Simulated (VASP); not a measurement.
The system is Li.

```
Li
1.0
    -1.75465    1.75465    1.75465
     1.75465   -1.75465    1.75465
     1.75465    1.75465   -1.75465
Li
1
Cartesian
  0.0000 0.0000 0.0000
```

```yaml
Program: VASP 6.6.1
Task: relaxation of volume and atoms at fixed shape
Functional: LDA
Potentials_or_basis: VASP PAW LDA potentials, release 64 (Li_sv)
Cutoff: 600 eV
k_mesh: 9 × 9 × 9
Occupations: methfessel-paxton, width 0.02 eV
Spin: no spin polarisation
```

At the start: pressure -1.7 GPa; volume 21.61 Å³/atom.

**Question.** How do energy, volume and symmetry change on relaxing?

**Answer.** Over 4 steps the energy falls by 16.9 meV/atom and the volume is 18.70 Å³/atom (-13.5 %); space group Im-3m (No. 229, to 0.1 Å) before and after.

Step by step:
| step | energy change (eV) | largest force (eV/Å) | pressure (GPa) | volume (Å³) |
| --- | --- | --- | --- | --- |
| 1 | 0.0000 | 0.0000 | -1.69 | 21.61 |
| 2 | -0.0068 | 0.0000 | -1.39 | 20.91 |
| 3 | -0.0163 | 0.0000 | -0.38 | 19.24 |
| 4 | -0.0169 | 0.0000 | 0.04 | 18.70 |

Final structure:
```
Li
1.0
    -1.67213    1.67213    1.67213
     1.67213   -1.67213    1.67213
     1.67213    1.67213   -1.67213
Li
1
Direct
  0.00000 0.00000 0.00000
```

Caveat: the cutoff is under 1.25 times the usual one of these potentials, so pressure, stress and relaxed cells hold a basis-set (Pulay) error.
